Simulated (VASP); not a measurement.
Runs of VASP 6.6.1 on SrCl2. The structure is that of space group Fm-3m (No. 225), or close to it. The cells are those of the table. 

| task | level | cell | k mesh | cutoff (eV) | grid for exact exchange (PRECFOCK) | share of exact exchange | screening parameter | gap on the mesh (eV) | pressure (GPa) |
| --- | --- | --- | --- | --- | --- | --- | --- | --- | --- |
| single point | PBE0 | a = 4.933 Å, angles 60.0°, 3 atoms | 4 × 4 × 4 | 520 | Normal | 0.25 | - | (b) | 0.4 |
| single point | PBE-based screened hybrid with 50 % exact exchange | a = 4.933 Å, angles 60.0°, 3 atoms | 4 × 4 × 4 | 520 | Normal | 0.5 | 0.20787 1/Å | 7.93 | 0.0 |
| single point | r2SCAN0 | a = 4.933 Å, angles 60.0°, 3 atoms | 4 × 4 × 4 | 520 | Normal | 0.25 | - | 7.67 | 0.0 |
| single point | PBEsol | a = 4.719 Å, angles 60.0°, 3 atoms | 7 × 7 × 7 | 520 | - | - | - | 5.35 | 5.2 |
| relaxation of cell and atoms | PBEsol | relaxed to 30 GPa from a = 4.933 Å, angles 60.0°, 3 atoms | 7 × 7 × 7 | 600 | - | - | - | (a) | 30.0 |

Alike in all rows: potentials or basis VASP PAW PBE potentials, release 64 (Sr_sv, Cl); no spin polarisation; smearing fermi-dirac 0.05 eV.

Question: Estimate the missing entries.

Answer: (a) 4.96; (b) 7.35.

Caveats: the PAW data sets were made with another functional, which shifts forces and pressure a little; an odd mesh through Γ misses points on the zone boundary, where band edges can lie (at least some runs); the cell stands under pressure (at least some runs); the cell is relaxed towards a set pressure, so the run minimises the enthalpy, not the energy (at least some runs).

A k mesh can miss the band edges, and the runs leave out spin-orbit coupling on Sr.
